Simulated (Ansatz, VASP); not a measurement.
Two plane-wave programs on ZnInCl4

```
Zn In Cl
1.0
     4.61072    0.00000    0.00000
     0.00000    4.61072    0.00000
     0.00000    0.00000    6.67692
Zn In Cl
1 1 4
Direct
  0.50000 0.50000 0.50000
  0.00000 0.00000 0.00000
  0.50000 0.00000 0.26685
  0.00000 0.50000 0.73315
  0.50000 0.00000 0.73315
  0.00000 0.50000 0.26685
```

Alike in both runs: functional PBE; k mesh 4 × 4 × 4; occupations gaussian, width 0.1 eV; no spin polarisation.

Ansatz relaxed the structure, and its values are those at the end. VASP's run is a single point on that final structure, the one shown.

|  | VASP | Ansatz |
| --- | --- | --- |
| version | VASP 6.6.1 | Ansatz 0.2.0 |
| potentials or method | VASP PAW PBE potentials, release 64 (Zn, In_d, Cl), cutoff 520 eV | scalar-relativistic, plane waves, PAW |
| valence electrons in the cell | 53 | 53 |

|  | VASP | Ansatz | Ansatz less VASP |
| --- | --- | --- | --- |
| gap on the k mesh at the Fermi level (eV) | none | none | - |
| pressure (GPa) | 0.0 | 0.0 | +0.03 |

A gap of «none» marks a metal or a gap that the smearing closes.
